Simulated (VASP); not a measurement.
Set up this calculation in VASP 6.6.1, as the native input.

* Task: single point
* Functional: PBE
* Potentials or basis: VASP PAW PBE potentials, release 64 (Nb_sv, N)
* Cutoff: 600 eV
* k mesh: 16 × 16 × 16
* Occupations: gaussian, width 0.1 eV
* Spin: no spin polarisation
* Dipole correction: no
* Further INCAR settings: ALGO = Normal; EDIFF = 1e-06; NBANDS = 16

The structure of NbN lies in POSCAR:

```
NbN
1.0
    0.0000000000      2.1950000000      2.1950000000
    2.1950000000      0.0000000000      2.1950000000
    2.1950000000      2.1950000000      0.0000000000
Nb N
1 1
Direct
    0.0000000000      0.0000000000      0.0000000000
    0.5000000000      0.5000000000      0.5000000000
```

These files were run (other wordings do the same):

INCAR

```
  PREC = Accurate
  ENCUT = 600
  EDIFF = 1E-6
  ISMEAR = 0
  SIGMA = 0.1
  LREAL = False
  LASPH = True
  NELM = 120
  ALGO = Normal
  ISIF = 2
  LWAVE = False
  LCHARG = False
  GGA = PE
  NBANDS = 16
  GGA_COMPAT = False
```

KPOINTS

```
Automatic mesh
0
Gamma
  16 16 16
```

Potentials or basis: VASP PAW PBE potentials, release 64 (Nb_sv, N).

The run is started by

```console
$ cat potpaw_PBE.64/Nb_sv/POTCAR potpaw_PBE.64/N/POTCAR > POTCAR
$ mpirun -np 1 vasp_std > vasp.out
```

Results of the run:

```yaml
Pressure: 6.2 GPa
Band_gap_on_the_k_mesh: zero (bands 9 and 10 overlap by 3.50 eV)
```

Caveat: the cell stands under pressure.

Wall time 69 s on 1 thread of AMD EPYC 7R43 64-Core Processor (Zen 3), on a shared host, peak memory 0.17 GiB.
